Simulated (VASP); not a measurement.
# Lu (P6_3/mmc) in VASP: further runs

The runs below take Lu through single point, with PBE.

Program: VASP 6.6.1. These are calculated values, not measurements. Logs are shortened: lines on timing, memory, paths and dates and some standing lists are left out, and cuts for length are marked.

## 1. The cell of the first run

Symmetry: P6_3/mmc, No. 194, hexagonal system. The conventional cell has a = 3.553 Å, b = 3.553 Å, c = 5.549 Å, α = 90.00°, β = 90.00°, γ = 120.00°. Within 4.5 Å of Lu (site symmetry -6m2) lie 12 Lu at 3.45 to 3.55 Å.

## 2. Single point, PBE (30.34 Å³/atom)

INCAR reads:

```
SYSTEM = Lu
PREC = Accurate
ENCUT = 520
EDIFF = 1E-7
ISMEAR = -1
SIGMA = 0.1
LREAL = .False.
LASPH = .True.
NELM = 60
ALGO = Normal
ISIF = 2
LWAVE = .False.
LCHARG = .False.
GGA = PE
NBANDS = 32
```

KPOINTS reads:

```
Automatic mesh
0
Gamma
  17 17 10
  0 0 0
```

POSCAR reads:

```
Lu
1.0
    3.5532319901      0.0000000000      0.0000000000
   -1.7766159951      3.0771891690      0.0000000000
    0.0000000000      0.0000000000      5.5493667272
Lu
2
Direct
    0.3333333333      0.6666666667      0.2500000000
    0.6666666667      0.3333333333      0.7500000000
```

Potentials or basis: VASP PAW PBE potentials, release 64 (Lu).

The run is started by

```
$ cat potpaw_PBE.64/Lu/POTCAR > POTCAR
$ mpirun -np 1 vasp_std > vasp.out
```

OUTCAR:

```text
SYSTEM = Lu
   PREC = Accurate
   ENCUT = 520
   EDIFF = 1E-7
   ISMEAR = -1
   LREAL = .False.
   LASPH = .True.
   NELM = 60
   ISIF = 2
   GGA = PE

 ion  position               nearest neighbor table
   1  0.333  0.667  0.250-   2 3.45   2 3.45   2 3.45   2 3.45   2 3.45   2 3.45
   2  0.667  0.333  0.750-   1 3.45   1 3.45   1 3.45   1 3.45   1 3.45   1 3.45

  LATTYP: Found a hexagonal cell.
 ALAT       =     3.5532319901
 C/A-ratio  =     1.5617800196

  Lattice vectors:

 A1 = (   3.5532319901,   0.0000000000,   0.0000000000)
 A2 = (  -1.7766159951,   3.0771891690,   0.0000000000)
 A3 = (   0.0000000000,   0.0000000000,   5.5493667272)

Analysis of symmetry for initial positions (statically):
=====================================================================
 Subroutine PRICEL returns:
 Original cell was already a primitive cell.

 Routine SETGRP: Setting up the symmetry group for a
 hexagonal supercell.

 Subroutine GETGRP returns: Found 24 space group operations
 (whereof 12 operations were pure point group operations)
 out of a pool of 24 trial point group operations.

The static configuration has the point symmetry D_3d.
 The point group associated with its full space group is D_6h.

Analysis of symmetry for dynamics (positions and initial velocities):
=====================================================================
 Subroutine PRICEL returns:
 Original cell was already a primitive cell.

 Routine SETGRP: Setting up the symmetry group for a
 hexagonal supercell.

 Subroutine GETGRP returns: Found 24 space group operations
 (whereof 12 operations were pure point group operations)
 out of a pool of 24 trial point group operations.

The dynamic configuration has the point symmetry D_3d.
 The point group associated with its full space group is D_6h.

 Subroutine INISYM returns: Found 24 space group operations
 (whereof 12 operations are pure point group operations),
 and found     1 'primitive' translations

----------------------------------------------------------------------------------------

                                     Primitive cell

  volume of cell :      60.6766

  direct lattice vectors                    reciprocal lattice vectors
     3.553231990  0.000000000  0.000000000     0.281433918  0.162485948  0.000000000
    -1.776615995  3.077189169  0.000000000     0.000000000  0.324971896  0.000000000
     0.000000000  0.000000000  5.549366727     0.000000000  0.000000000  0.180200742

  length of vectors
     3.553231990  3.553231990  5.549366727     0.324971896  0.324971896  0.180200742

  position of ions in fractional coordinates (direct lattice)
     0.333333333  0.666666667  0.250000000
     0.666666667  0.333333333  0.750000000

  ion indices of the primitive-cell ions
   primitive index   ion index
                 1           1
                 2           2

----------------------------------------------------------------------------------------

 KPOINTS: Automatic mesh

Automatic generation of k-mesh.
 Grid dimensions read from file:
 generate k-points for:   17   17   10

 Generating k-lattice:

  Cartesian coordinates                     Fractional coordinates (reciprocal lattice)
     0.016554936  0.009557997  0.000000000     0.058823529 -0.000000000  0.000000000
     0.000000000  0.019115994  0.000000000     0.000000000  0.058823529  0.000000000
     0.000000000  0.000000000  0.018020074     0.000000000  0.000000000  0.100000000

  Length of vectors
     0.019115994  0.019115994  0.018020074

  Shift w.r.t. Gamma in fractional coordinates (k-lattice)
     0.000000000  0.000000000  0.000000000

 Subroutine IBZKPT returns following result:
 ===========================================

 Found    198 irreducible k-points:

 Following reciprocal coordinates:
            Coordinates               Weight
  0.000000  0.000000  0.000000      1.000000
  0.058824  0.000000  0.000000      6.000000
  0.117647  0.000000  0.000000      6.000000
  0.176471  0.000000  0.000000      6.000000
  0.235294  0.000000  0.000000      6.000000
  0.294118  0.000000  0.000000      6.000000
[... 16 lines left out ...]
  0.411765  0.117647  0.000000     12.000000
  0.176471  0.176471  0.000000      6.000000
 [... further k-points ...]
   k-points           NKPTS =    198   k-points in BZ     NKDIM =    198   number of bands    NBANDS=     32
   number of dos      NEDOS =    301   number of ions     NIONS =      2
   total plane-waves  NPLWV =  32928
   dimension x,y,z NGX =    28 NGY =   28 NGZ =   42
   dimension x,y,z NGXF=    56 NGYF=   56 NGZF=   84
   ions per type =               2
   NGX,Y,Z   is equivalent  to a cutoff of  13.10, 13.10, 12.58 a.u.
   NGXF,Y,Z  is equivalent  to a cutoff of  26.20, 26.20, 25.16 a.u.
 SYSTEM =  Lu
   PREC   = accura    normal or accurate (medium, high low for compatibility)
   ISTART =      0    job   : 0-new  1-cont  2-samecut
   ICHARG =      2    charge: 1-file 2-atom 10-const
   ISPIN  =      1    spin polarized calculation?
   LNONCOLLINEAR =      F non collinear calculations
   LSORBIT =      F    spin-orbit coupling
   LASPH  =      T    aspherical Exc in radial PAW
   ENCUT  =  520.0 eV  38.22 Ry    6.18 a.u.   6.61  6.61 10.32*2*pi/ulx,y,z
   NELM   =     60;   NELMIN=  2; NELMDL= -5     # of ELM steps
   EDIFF  = 0.1E-06   stopping-criterion for ELM
   LREAL  =      F    real-space projection
   EDIFFG = 0.1E-05   stopping-criterion for IOM
   NSW    =      0    number of steps for IOM
   IBRION =     -1    ionic relax: 0-MD 1-quasi-New 2-CG
   NFREE  =      0    steps in history (QN), initial steepest desc. (CG)
   ISIF   =      2    stress and relaxation
   ISYM   =      2    0-nonsym 1-usesym 2-fastsym
   POTIM  = 0.5000    time-step for ionic-motion
   TEBEG  =    0.0;   TEEND  =   0.0 temperature during run
   PSTRESS=    0.0 pullay stress
   NELECT =      50.0000    total number of electrons
   NUPDOWN=      -1.0000    fix difference up-down
   EMIN   =  10.00;   EMAX   =-10.00  energy-range for DOS
   EFERMI =   0.00;   METHOD = LEGACY
   ISMEAR =    -1;   SIGMA  =   0.10  broadening in eV -4-tet -1-fermi 0-gaus
   EFERMI_NEDOS =   21; number of points for ismear=-14 and -15
   IALGO  =     38    algorithm
   IMIX   =      4    mixing-type and parameters
     AMIX     =   0.40;   BMIX     =  1.00
     AMIX_MAG =   1.60;   BMIX_MAG =  1.00
  volume/ion in A,a.u.               =      30.34       204.73
  Fermi-wavevector in a.u.,A,eV,Ry     =   1.534821  2.900391 32.050917  2.355676
  Thomas-Fermi vector in A             =   2.641696
   LORBIT       =      0    0 simple, 1 ext, 2 COOP (PROOUT), +10 PAW based schemes
   GGA     = PE    functional components
   LHFCALC =     F    Hartree Fock is set to
   AEXX    =    0.0000 exact exchange contribution
   IVDW    =     0    specifies the selected vdW correction
   LEPSILON=     F    determine dielectric tensor
   LRPA    =     F    only Hartree local field effects (RPA)
 non-spin polarized calculation
  energy-cutoff  :      520.00
  volume of cell :       60.68
 maximum number of plane-waves:      1677
 NGX is ok and might be reduce to    28
   NGX = 13   NGY = 13   NGZ = 21

 number of electron      49.9999984 magnetization

 Free energy of the ion-electron system (eV)
  ---------------------------------------------------
  ext. energy  EPLUGINS =         0.00000000
  ---------------------------------------------------
  free energy    TOTEN  =        -9.08806989 eV

  energy without entropy =       -8.97604738  energy(sigma->0) =       -9.03205864

 E-fermi :   2.0609     XC(G=0): -10.4709

 val. band max:        2.0585584563   @ k =   0.4118   0.1176   0.4000
 cond. band min:       2.0615107470   @ k =   0.2941   0.2353   0.3000
 fundamental gap:      0.0029522907
 Fermi energy:         2.0608739778

 k-point     1 :       0.0000    0.0000    0.0000
  band No.  band energies     occupation
      1     -54.2224      2.00000
      2     -54.1929      2.00000
      3     -25.1236      2.00000
      4     -24.7502      2.00000
      5     -24.7502      2.00000
      6     -24.6757      2.00000
[... 24 lines left out ...]
     31       5.4099      0.00000
     32       5.4099      0.00000

 k-point     2 :       0.0588    0.0000    0.0000
  band No.  band energies     occupation
      1     -54.2218      2.00000
      2     -54.1927      2.00000
      3     -25.1188      2.00000
      4     -24.7597      2.00000
      5     -24.7536      2.00000
      6     -24.6858      2.00000
[... 24 lines left out ...]
     31       5.2878      0.00000
     32       5.3260      0.00000

 k-point     3 :       0.1176    0.0000    0.0000
  band No.  band energies     occupation
      1     -54.2198      2.00000
      2     -54.1921      2.00000
      3     -25.1047      2.00000
      4     -24.7869      2.00000
      5     -24.7630      2.00000
      6     -24.7145      2.00000
[... 24 lines left out ...]
     31       5.1129      0.00000
     32       5.2071      0.00000

 k-point     4 :       0.1765    0.0000    0.0000
  band No.  band energies     occupation
      1     -54.2169      2.00000
      2     -54.1913      2.00000
      3     -25.0821      2.00000
      4     -24.8283      2.00000
      5     -24.7768      2.00000
      6     -24.7571      2.00000
[... 24 lines left out ...]
     31       5.4141      0.00000
     32       5.5541      0.00000

 k-point     5 :       0.2353    0.0000    0.0000
  band No.  band energies     occupation
      1     -54.2132      2.00000
      2     -54.1904      2.00000
      3     -25.0528      2.00000
      4     -24.8784      2.00000
      5     -24.8072      2.00000
      6     -24.7930      2.00000
[... 584 lines left out ...]
     31       6.8810      0.00000
     32       7.5991      0.00000

 k-point    22 :       0.3529    0.1176    0.0000
  band No.  band energies     occupation
      1     -54.2008      2.00000
      2     -54.1896      2.00000
      3     -25.0037      2.00000
      4     -24.9407      2.00000
      5     -24.9324      2.00000
      6     -24.8487      2.00000
[... 24 lines left out ...]
     31       7.3854      0.00000
     32       8.1954      0.00000

 k-point    23 :       0.4118    0.1176    0.0000
  band No.  band energies     occupation
      1     -54.1988      2.00000
      2     -54.1900      2.00000
      3     -25.0214      2.00000
      4     -24.9430      2.00000
      5     -24.9189      2.00000
      6     -24.8587      2.00000
[... 24 lines left out ...]
     31       7.7461      0.00000
     32       8.4220      0.00000

 k-point    24 :       0.1765    0.1765    0.0000
  band No.  band energies     occupation
      1     -54.2082      2.00000
      2     -54.1896      2.00000
      3     -25.0109      2.00000
      4     -24.9043      2.00000
      5     -24.8992      2.00000
      6     -24.7968      2.00000
[... 24 lines left out ...]
     31       6.1918      0.00000
     32       6.9862      0.00000

 [... further k-points ...]

------------------------ aborting loop because EDIFF is reached ----------------------------------------

  FORCE on cell =-STRESS in cart. coord.  units (eV):
  Direction    XX          YY          ZZ          XY          YZ          ZX
  --------------------------------------------------------------------------------------
  -------------------------------------------------------------------------------------
  Total       -0.6067551     -0.6067551     -0.5455788      0.0000000     -0.0000000     -0.0000000
  in kB      -16.0214886    -16.0214886    -14.4061160      0.0000000     -0.0000000     -0.0000000
  external PRESSURE =     -15.4830311 kB  Pullay stress =       0.0000000 kB

 VOLUME and BASIS-vectors are now :
 -----------------------------------------------------------------------------
  energy-cutoff  :      520.00
  volume of cell :       60.68
      direct lattice vectors                 reciprocal lattice vectors
     3.553231990  0.000000000  0.000000000     0.281433918  0.162485948  0.000000000
    -1.776615995  3.077189169  0.000000000     0.000000000  0.324971896  0.000000000
     0.000000000  0.000000000  5.549366727     0.000000000  0.000000000  0.180200742

 POSITION                                       TOTAL-FORCE (eV/Angst)
 -----------------------------------------------------------------------------------
     -0.00000      2.05146      1.38734        -0.000000      0.000000      0.000000
      1.77662      1.02573      4.16203         0.000000      0.000000      0.000000
 -----------------------------------------------------------------------------------
    total drift:                               -0.000000      0.000000     -0.000000

  FREE ENERGIE OF THE ION-ELECTRON SYSTEM (eV)
  ---------------------------------------------------
  free  energy   TOTEN  =        -9.0880698906 eV

  energy  without entropy=       -8.9760473840  energy(sigma->0) =       -9.03205864
```

Wall time 4.7 min (1 thread of Intel Xeon Platinum 8488C (Sapphire Rapids), shared host); peak memory 0.42 GiB.

What came out:

```yaml
Free_energy: -9.0881 eV
Pressure: -1.5 GPa
Band_gap_on_the_k_mesh: zero (bands 25 and 26 overlap by 1.78 eV)
```

Stress tensor (GPa, compression positive):
```
-1.60  0.00  0.00
 0.00 -1.60  0.00
 0.00  0.00 -1.44
```

Levels at points of the mesh, in eV from the Fermi level:
```tsv
k point	band 22	band 23	band 24	band 25	band 26	band 27	band 28	band 29
(0.00, 0.00, 0.00)	-4.94	-4.94	-2.32	0.55	2.16	2.16	2.56	2.86
(0.00, 0.00, 0.50)	-4.94	-4.30	-4.30	1.21	1.21	2.06	2.06	2.06
```

Caveat: spin-orbit coupling is left out, which moves the levels of the heavy elements.

## 3. Single point, PBE (31.51 Å³/atom)

This run uses another cell than the first one, of 31.51 Å³/atom.

INCAR reads:

```
ALGO = Normal
EDIFF = 1E-7
ENCUT = 520
GGA = PE
ISIF = 2
ISMEAR = -1
LASPH = T
LCHARG = T
LELF = T
LREAL = F
LVHAR = T
LWAVE = F
NBANDS = 32
NELM = 60
PREC = Accurate
SIGMA = 0.1
```

KPOINTS reads:

```
k-points
0
Gamma
  17 17 10
```

POSCAR reads:

```
Lu
1.0
    3.5982143855      0.0000000000      0.0000000000
   -1.7991071928      3.1161450661      0.0000000000
    0.0000000000      0.0000000000      5.6196193335
Lu
2
Direct
    0.3333333333      0.6666666667      0.2500000000
    0.6666666667      0.3333333333      0.7500000000
```

Potentials or basis: VASP PAW PBE potentials, release 64 (Lu).

The run is started by

```
$ cat potpaw_PBE.64/Lu/POTCAR > POTCAR
$ mpirun -np 1 vasp_std > vasp.out
```

Run time: 4.4 min. Hardware: 1 thread of Intel Xeon Platinum 8488C (Sapphire Rapids), shared host; peak memory 0.42 GiB.

The run converged. Its results:

| Item | Value |
| --- | --- |
| Free energy | -9.0557 eV |
| Pressure | -3.0 GPa |
| Band gap on the k mesh | zero (bands 25 and 26 overlap by 1.72 eV) |

Stress tensor (GPa, compression positive):
```
-3.06  0.00  0.00
 0.00 -3.06  0.00
 0.00  0.00 -2.83
```

Levels at points of the mesh, in eV from the Fermi level:
| k point | band 23 | band 24 | band 25 | band 26 | band 27 | band 28 |
| --- | --- | --- | --- | --- | --- | --- |
| (0.00, 0.00, 0.00) | -5.02 | -2.26 | 0.46 | 2.12 | 2.12 | 2.51 |
| (0.00, 0.00, 0.50) | -4.26 | -4.26 | 1.19 | 1.19 | 2.03 | 2.03 |

Caveat: spin-orbit coupling is left out, which moves the levels of the heavy elements.
